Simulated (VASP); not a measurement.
Runs of VASP 6.6.1 on Br. The structure is that of space group I4/mmm (No. 139), or close to it. The cells are those of the table. 

```csv
task,level,potentials or basis,spin,cell,k mesh,cutoff (eV),smearing,grid for exact exchange (PRECFOCK),share of exact exchange,gap on the mesh (eV),pressure (GPa),moment (μB)
single point,LDA,"VASP PAW LDA potentials, release 64 (Br)","non-collinear, zero start, SOC","a = 4.105 Å, angles 139.4, 139.4, 58.7°, 1 atom",9 × 9 × 9,520,methfessel-paxton 0.1 eV,-,-,-,-2.4,0.00
single point,r2SCANh,"VASP PAW PBE potentials, release 64 (Br)",off,"a = 4.422 Å, angles 139.4, 139.4, 58.7°, 1 atom",6 × 6 × 6,440,gaussian 0.02 eV,Normal,0.1,none,-4.6,-
single point,"revpbe exchange, lda correlation","VASP PAW PBE potentials, release 64 (Br)","non-collinear, typed start","a = 4.077 Å, angles 139.4, 139.4, 58.7°, 1 atom",10 × 10 × 10,500,gaussian 0.025 eV,-,-,none,8.6,0.00
relaxation of cell and atoms,LDA,"VASP PAW LDA potentials, release 64 (Br)",off,"relaxed from a = 4.105 Å, angles 139.4, 139.4, 58.7°, 1 atom",13 × 13 × 13,600,fermi-dirac 0.05 eV,-,-,none,0.0,-
single point,PBEsol,"VASP PAW PBE potentials, release 64 (Br)",off,"a = 4.171 Å, angles 140.5, 140.5, 57.0°, 1 atom",13 × 13 × 13,520,fermi-dirac 0.05 eV,-,-,none,0.0,-
single point,PBE+D3(BJ),"VASP PAW PBE potentials, release 64 (Br)",off,"a = 4.119 Å, angles 139.6, 139.6, 58.5°, 1 atom",13 × 13 × 13,500,fermi-dirac 0.05 eV,-,-,none,(a),-
single point,r2SCAN,"VASP PAW PBE potentials, release 64 (Br)",off,"a = 4.189 Å, angles 140.1, 140.1, 57.6°, 1 atom",13 × 13 × 13,520,fermi-dirac 0.05 eV,-,-,none,0.0,-
single point,RPBE,"VASP PAW PBE potentials, release 64 (Br)",off,"a = 5.616 Å, angles 150.0, 150.0, 43.0°, 1 atom",13 × 13 × 13,520,fermi-dirac 0.05 eV,-,-,none,0.0,-
```

**Question.** Estimate the missing entries.

**Answer.** (a) -0.1.

Caveats: some runs use coarse meshes; an odd number of electrons without spin polarisation forces a metal (at least some runs); a magnetic or distorted state may lie lower (at least some runs); the PAW data sets were made with another functional, which shifts forces and pressure a little (at least some runs); the cell stands under pressure (at least some runs); three body term missing (at least some runs).

A k mesh can miss the band edges, and rows without SOC leave out spin-orbit coupling on Br.

A gap of «none» marks levels without a gap at the run's occupations.
